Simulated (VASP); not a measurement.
Write the native input for VASP 6.6.1 that does the following.

```
Task                   : single point
Functional             : PBE
Dispersion             : D4
Potentials or basis    : VASP PAW PBE potentials, release 64 (B, As)
Cutoff                 : 500 eV
k mesh                 : 8 × 8 × 8
Occupations            : methfessel-paxton, width 0.01 eV
Spin                   : no spin polarisation
Dipole correction      : no
Further INCAR settings : ALGO = Normal; EDIFF = 1e-06; NBANDS = 11
```

The structure of BAs lies in POSCAR:

```
BAs
1.0
    0.0000000000      2.3790152314      2.3790152314
    2.3790152314      0.0000000000      2.3790152314
    2.3790152314      2.3790152314      0.0000000000
B As
1 1
Direct
    0.0000000000      0.0000000000      0.0000000000
    0.2500000000      0.2500000000      0.2500000000
```

These files were run (other wordings do the same):

INCAR

```
  PREC = Accurate
  ENCUT = 500
  EDIFF = 1E-6
  ISMEAR = 1
  SIGMA = 0.01
  LREAL = False
  LASPH = True
  NELM = 120
  ALGO = Normal
  ISIF = 2
  LWAVE = False
  LCHARG = False
  GGA = PE
  IVDW = 13
  NBANDS = 11
  GGA_COMPAT = False
```

KPOINTS

```
Automatic mesh
0
Gamma
  8 8 8
```

Potentials or basis: VASP PAW PBE potentials, release 64 (B, As).

Command:

```bash
$ cat potpaw_PBE.64/B/POTCAR potpaw_PBE.64/As/POTCAR > POTCAR
$ mpirun -np 1 vasp_std > vasp.out
```

Results of the run:

```json
{
 "Pressure": "0.7 GPa",
 "Band gap on the k mesh": "1.18 eV, indirect (least direct gap 3.29 eV)",
 "Dispersion energy per atom": "-0.380 eV"
}
```

Run time: 11 s on 1 thread of Intel(R) Xeon(R) 6975P-C (Granite Rapids), with other jobs on the host, peak memory 0.15 GiB.
